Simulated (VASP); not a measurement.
# PbSe2 (Fm-3m) in VASP: a series of runs

The runs below take PbSe2 through single point, with LDA.

Program: VASP 6.6.1. These are calculated values, not measurements. Logs are shortened: lines on timing, memory, paths and dates and some standing lists are left out, and cuts for length are marked.

## Step 1: The cell of the first run

The structure is cubic, space group Fm-3m (No. 225). Conventional cell: a = 6.895 Å, b = 6.895 Å, c = 6.895 Å, α = 90.00°, β = 90.00°, γ = 90.00°. Pb (site symmetry m-3m) has 8 Se at 2.99 Å within 3.9 Å. Se (site symmetry -43m) has 4 Pb at 2.99 Å and 6 Se at 3.45 Å within 3.9 Å.

## Step 2: Single point, LDA

Contents of INCAR:

```
PREC     = Accurate       # precision mode
ENCUT    = 500            # plane-wave cutoff, eV
EDIFF    = 1E-6           # SCF threshold, eV
ISMEAR   = 0              # smearing method
SIGMA    = 0.05           # smearing width, eV
LREAL    = F              # projectors in reciprocal space
LASPH    = T              # aspherical terms in the spheres
NELM     = 120            # most SCF steps
ALGO     = Normal         # electronic algorithm
ISIF     = 2              # what is computed and relaxed
LWAVE    = F              # write WAVECAR
LCHARG   = F              # write CHGCAR
GGA      = CA             # functional
NBANDS   = 20             # bands
GGA_COMPAT= F
```

Contents of KPOINTS:

```
regular mesh
0
Gamma
  4 4 4
```

Contents of POSCAR:

```
PbSe2
1.0
    0.0000000000      3.4473811582      3.4473811582
    3.4473811582      0.0000000000      3.4473811582
    3.4473811582      3.4473811582      0.0000000000
Pb Se
1 2
Direct
    0.0000000000      0.0000000000      0.0000000000
    0.2500000000      0.2500000000      0.2500000000
    0.7500000000      0.7500000000      0.7500000000
```

Potentials or basis: VASP PAW LDA potentials, release 64 (Pb_d, Se).

The run is started by

```console
$ cat potpaw_LDA.64/Pb_d/POTCAR potpaw_LDA.64/Se/POTCAR > POTCAR
$ mpirun -np 1 vasp_std > vasp.out
```

OUTCAR:

```text
PREC = Accurate
   ENCUT = 500
   EDIFF = 1E-6
   ISMEAR = 0
   LREAL = F
   LASPH = T
   NELM = 120
   ISIF = 2
   GGA = CA

 ion  position               nearest neighbor table
   1  0.000  0.000  0.000-   2 2.99   3 2.99   3 2.99   3 2.99   3 2.99   2 2.99   2 2.99   2 2.99

   2  0.250  0.250  0.250-   1 2.99   1 2.99   1 2.99   1 2.99
   3  0.750  0.750  0.750-   1 2.99   1 2.99   1 2.99   1 2.99

  LATTYP: Found a face centered cubic cell.
 ALAT       =     6.8947623164

  Lattice vectors:

 A1 = (   0.0000000000,   3.4473811582,   3.4473811582)
 A2 = (   3.4473811582,   0.0000000000,   3.4473811582)
 A3 = (   3.4473811582,   3.4473811582,   0.0000000000)

Analysis of symmetry for initial positions (statically):
=====================================================================
 Subroutine PRICEL returns:
 Original cell was already a primitive cell.

 Routine SETGRP: Setting up the symmetry group for a
 face centered cubic supercell.

 Subroutine GETGRP returns: Found 48 space group operations
 (whereof 48 operations were pure point group operations)
 out of a pool of 48 trial point group operations.

The static configuration has the point symmetry O_h .

Analysis of symmetry for dynamics (positions and initial velocities):
=====================================================================
 Subroutine PRICEL returns:
 Original cell was already a primitive cell.

 Routine SETGRP: Setting up the symmetry group for a
 face centered cubic supercell.

 Subroutine GETGRP returns: Found 48 space group operations
 (whereof 48 operations were pure point group operations)
 out of a pool of 48 trial point group operations.

The dynamic configuration has the point symmetry O_h .

 Subroutine INISYM returns: Found 48 space group operations
 (whereof 48 operations are pure point group operations),
 and found     1 'primitive' translations

----------------------------------------------------------------------------------------

                                     Primitive cell

  volume of cell :      81.9404

  direct lattice vectors                    reciprocal lattice vectors
     0.000000000  3.447381158  3.447381158    -0.145037632  0.145037632  0.145037632
     3.447381158  0.000000000  3.447381158     0.145037632 -0.145037632  0.145037632
     3.447381158  3.447381158  0.000000000     0.145037632  0.145037632 -0.145037632

  length of vectors
     4.875333189  4.875333189  4.875333189     0.251212548  0.251212548  0.251212548

  position of ions in fractional coordinates (direct lattice)
     0.000000000  0.000000000  0.000000000
     0.250000000  0.250000000  0.250000000
     0.750000000  0.750000000  0.750000000

  ion indices of the primitive-cell ions
   primitive index   ion index
                 1           1
                 2           2
                 3           3

----------------------------------------------------------------------------------------

 KPOINTS: regular mesh

Automatic generation of k-mesh.
 Grid dimensions read from file:
 generate k-points for:    4    4    4

 Generating k-lattice:

  Cartesian coordinates                     Fractional coordinates (reciprocal lattice)
    -0.036259408  0.036259408  0.036259408     0.250000000  0.000000000  0.000000000
     0.036259408 -0.036259408  0.036259408     0.000000000  0.250000000  0.000000000
     0.036259408  0.036259408 -0.036259408     0.000000000  0.000000000  0.250000000

  Length of vectors
     0.062803137  0.062803137  0.062803137

  Shift w.r.t. Gamma in fractional coordinates (k-lattice)
     0.000000000  0.000000000  0.000000000

 Subroutine IBZKPT returns following result:
 ===========================================

 Found      8 irreducible k-points:

 Following reciprocal coordinates:
            Coordinates               Weight
  0.000000  0.000000  0.000000      1.000000
  0.250000  0.000000  0.000000      8.000000
  0.500000  0.000000  0.000000      4.000000
  0.250000  0.250000  0.000000      6.000000
  0.500000  0.250000  0.000000     24.000000
 -0.250000  0.250000  0.000000     12.000000
  0.500000  0.500000  0.000000      3.000000
 -0.250000  0.500000  0.250000      6.000000
   k-points           NKPTS =      8   k-points in BZ     NKDIM =      8   number of bands    NBANDS=     20
   number of dos      NEDOS =    301   number of ions     NIONS =      3
   total plane-waves  NPLWV =  46656
   dimension x,y,z NGX =    36 NGY =   36 NGZ =   36
   dimension x,y,z NGXF=    72 NGYF=   72 NGZF=   72
   ions per type =               1   2
   NGX,Y,Z   is equivalent  to a cutoff of  12.28, 12.28, 12.28 a.u.
   NGXF,Y,Z  is equivalent  to a cutoff of  24.55, 24.55, 24.55 a.u.
 SYSTEM =  unknown system
   PREC   = accura    normal or accurate (medium, high low for compatibility)
   ISTART =      0    job   : 0-new  1-cont  2-samecut
   ICHARG =      2    charge: 1-file 2-atom 10-const
   ISPIN  =      1    spin polarized calculation?
   LNONCOLLINEAR =      F non collinear calculations
   LSORBIT =      F    spin-orbit coupling
   LASPH  =      T    aspherical Exc in radial PAW
   ENCUT  =  500.0 eV  36.75 Ry    6.06 a.u.   8.89  8.89  8.89*2*pi/ulx,y,z
   NELM   =    120;   NELMIN=  2; NELMDL= -5     # of ELM steps
   EDIFF  = 0.1E-05   stopping-criterion for ELM
   LREAL  =      F    real-space projection
[... 7 lines left out ...]
   TEBEG  =    0.0;   TEEND  =   0.0 temperature during run
   PSTRESS=    0.0 pullay stress
   NELECT =      26.0000    total number of electrons
   NUPDOWN=      -1.0000    fix difference up-down
   EMIN   =  10.00;   EMAX   =-10.00  energy-range for DOS
   EFERMI =   0.00;   METHOD = LEGACY
   ISMEAR =     0;   SIGMA  =   0.05  broadening in eV -4-tet -1-fermi 0-gaus
   EFERMI_NEDOS =   21; number of points for ismear=-14 and -15
   IALGO  =     38    algorithm
   IMIX   =      4    mixing-type and parameters
     AMIX     =   0.40;   BMIX     =  1.00
     AMIX_MAG =   1.60;   BMIX_MAG =  1.00
  volume/ion in A,a.u.               =      27.31       184.32
  Fermi-wavevector in a.u.,A,eV,Ry     =   1.116606  2.110079 16.963867  1.246809
  Thomas-Fermi vector in A             =   2.253221
   LORBIT       =      0    0 simple, 1 ext, 2 COOP (PROOUT), +10 PAW based schemes
   GGA     = CA    functional components
   LHFCALC =     F    Hartree Fock is set to
   AEXX    =    0.0000 exact exchange contribution
   IVDW    =     0    specifies the selected vdW correction
   LEPSILON=     F    determine dielectric tensor
   LRPA    =     F    only Hartree local field effects (RPA)
 non-spin polarized calculation
 Gauss-broadening in eV      SIGMA  =   0.05
  energy-cutoff  :      500.00
  volume of cell :       81.94
 maximum number of plane-waves:      2120
   NGX = 17   NGY = 17   NGZ = 17

 number of electron      25.9999994 magnetization

 Free energy of the ion-electron system (eV)
  ---------------------------------------------------
  ext. energy  EPLUGINS =         0.00000000
  ---------------------------------------------------
  free energy    TOTEN  =       -12.10217545 eV

  energy without entropy =      -12.08960603  energy(sigma->0) =      -12.09589074

 E-fermi :   3.8911     XC(G=0):  -9.7447

 val. band max:        3.8778176103   @ k =   0.5000   0.2500   0.0000
 cond. band min:       3.9319754640   @ k =  -0.2500   0.2500   0.0000
 fundamental gap:      0.0541578537
 Fermi energy:         3.8911005472

 k-point     1 :       0.0000    0.0000    0.0000
  band No.  band energies     occupation
      1     -12.3266      2.00000
      2     -12.3266      2.00000
      3     -12.3266      2.00000
      4     -12.2620      2.00000
      5     -12.2620      2.00000
      6      -9.9092      2.00000
[... 12 lines left out ...]
     19      10.4904      0.00000
     20      10.4904      0.00000

 k-point     2 :       0.2500    0.0000    0.0000
  band No.  band energies     occupation
      1     -12.3560      2.00000
      2     -12.3195      2.00000
      3     -12.3195      2.00000
      4     -12.2616      2.00000
      5     -12.2616      2.00000
      6      -9.5034      2.00000
[... 12 lines left out ...]
     19      11.7097      0.00000
     20      11.9041      0.00000

 k-point     3 :       0.5000    0.0000    0.0000
  band No.  band energies     occupation
      1     -12.3890      2.00000
      2     -12.3136      2.00000
      3     -12.3136      2.00000
      4     -12.2600      2.00000
      5     -12.2600      2.00000
      6      -8.4774      2.00000
[... 12 lines left out ...]
     19      12.2574      0.00000
     20      12.2574      0.00000

 k-point     4 :       0.2500    0.2500    0.0000
  band No.  band energies     occupation
      1     -12.3711      2.00000
      2     -12.3123      2.00000
      3     -12.3123      2.00000
      4     -12.2662      2.00000
      5     -12.2582      2.00000
      6      -9.4022      2.00000
[... 12 lines left out ...]
     19      12.0457      0.00000
     20      12.4867      0.00000

 k-point     5 :       0.5000    0.2500    0.0000
  band No.  band energies     occupation
      1     -12.3837      2.00000
      2     -12.3256      2.00000
      3     -12.3053      2.00000
      4     -12.2662      2.00000
      5     -12.2577      2.00000
      6      -8.6610      2.00000
[... 12 lines left out ...]
     19      12.5059      0.00000
     20      13.2663      0.00000

 k-point     6 :      -0.2500    0.2500    0.0000
  band No.  band energies     occupation
      1     -12.3603      2.00000
      2     -12.3398      2.00000
      3     -12.3113      2.00000
      4     -12.2622      2.00000
      5     -12.2615      2.00000
      6      -8.8937      2.00000
[... 12 lines left out ...]
     19      12.7983      0.00000
     20      13.4254      0.00000

 k-point     7 :       0.5000    0.5000    0.0000
  band No.  band energies     occupation
      1     -12.4162      2.00000
      2     -12.2979      2.00000
      3     -12.2979      2.00000
      4     -12.2709      2.00000
      5     -12.2544      2.00000
      6      -8.6640      2.00000
[... 12 lines left out ...]
     19      11.6693      0.00000
     20      12.8521      0.00000

 k-point     8 :      -0.2500    0.5000    0.2500
  band No.  band energies     occupation
      1     -12.3607      2.00000
      2     -12.3607      2.00000
      3     -12.2979      2.00000
      4     -12.2668      2.00000
      5     -12.2584      2.00000
      6      -8.1973      2.00000
[... 12 lines left out ...]
     19      13.1801      0.00000
     20      13.1801      0.00000

------------------------ aborting loop because EDIFF is reached ----------------------------------------

  FORCE on cell =-STRESS in cart. coord.  units (eV):
  Direction    XX          YY          ZZ          XY          YZ          ZX
  --------------------------------------------------------------------------------------
  -------------------------------------------------------------------------------------
  Total        0.1644326      0.1644326      0.1644326      0.0000000     -0.0000000      0.0000000
  in kB        3.2151445      3.2151445      3.2151445      0.0000000     -0.0000000      0.0000000
  external PRESSURE =       3.2151445 kB  Pullay stress =       0.0000000 kB

 VOLUME and BASIS-vectors are now :
 -----------------------------------------------------------------------------
  energy-cutoff  :      500.00
  volume of cell :       81.94
      direct lattice vectors                 reciprocal lattice vectors
     0.000000000  3.447381158  3.447381158    -0.145037632  0.145037632  0.145037632
     3.447381158  0.000000000  3.447381158     0.145037632 -0.145037632  0.145037632
     3.447381158  3.447381158  0.000000000     0.145037632  0.145037632 -0.145037632

 POSITION                                       TOTAL-FORCE (eV/Angst)
 -----------------------------------------------------------------------------------
      0.00000      0.00000      0.00000        -0.000000      0.000000     -0.000000
      1.72369      1.72369      1.72369         0.000000      0.000000     -0.000000
      5.17107      5.17107      5.17107         0.000000     -0.000000      0.000000
 -----------------------------------------------------------------------------------
    total drift:                               -0.000000      0.000000      0.000000

  FREE ENERGIE OF THE ION-ELECTRON SYSTEM (eV)
  ---------------------------------------------------
  free  energy   TOTEN  =       -12.1021754484 eV

  energy  without entropy=      -12.0896060282  energy(sigma->0) =      -12.09589074
```

It took 4.8 s on 1 thread of Intel Xeon 6975P-C (Granite Rapids), shared host; peak memory 0.17 GiB.

What came out:

| Item | Value |
| --- | --- |
| Free energy | -12.1022 eV |
| Pressure | 0.3 GPa |
| Band gap on the k mesh | zero (band 13 reaches 4.50 eV, above the bottom of band 14 at 2.81 eV) |

Caveat: the k points lie up to 0.39 Å⁻¹ apart; spin-orbit coupling is left out, which moves the levels of the heavy elements.

## Step 3: Single point, LDA

This run uses another cell than the first one, of 33.57 Å³/atom, 1.229 times its volume.

Contents of INCAR:

```
ALGO = Normal
EDIFF = 1E-6
ENCUT = 500
GGA_COMPAT = F
ISIF = 2
ISMEAR = 0
LASPH = T
LCHARG = F
LREAL = F
LWAVE = F
NBANDS = 20
NELM = 120
PREC = Accurate
SIGMA = 0.05
```

Contents of KPOINTS:

```
k-points
0
Gamma
  4 4 4
```

Contents of POSCAR:

```
PbSe2
1.0
    0.0000000000      3.6927810685      3.6927810685
    3.6927810685      0.0000000000      3.6927810685
    3.6927810685      3.6927810685      0.0000000000
Pb Se
1 2
Direct
    0.0000000000      0.0000000000      0.0000000000
    0.2500000000      0.2500000000      0.2500000000
    0.7500000000      0.7500000000      0.7500000000
```

Potentials or basis: VASP PAW LDA potentials, release 64 (Pb_d, Se).

The run is started by

```console
$ cat potpaw_LDA.64/Pb_d/POTCAR potpaw_LDA.64/Se/POTCAR > POTCAR
$ mpirun -np 1 vasp_std > vasp.out
```

It took 6.3 s on 1 thread of Intel Xeon 6975P-C (Granite Rapids), shared host; peak memory 0.19 GiB.

The run converged. Its results:

```
Free energy            : -11.6999 eV
Pressure               : -6.2 GPa
Band gap on the k mesh : zero (band 13 reaches 2.40 eV, above the bottom of band 14 at 1.17 eV)
```

Levels at points of the mesh, in eV from the Fermi level:
```csv
k point,band 10,band 11,band 12,band 13,band 14,band 15,band 16,band 17
"(0.00, 0.00, 0.00)",-1.72,-1.72,-0.73,-0.73,-0.73,2.51,2.51,2.51
"(0.50, 0.00, 0.00)",-2.00,-2.00,-1.11,-1.11,0.33,4.01,4.01,4.71
"(0.50, 0.50, 0.00)",-3.12,-1.17,0.37,0.37,0.65,2.45,5.03,5.03
```

Caveat: the k points lie up to 0.37 Å⁻¹ apart; spin-orbit coupling is left out, which moves the levels of the heavy elements.
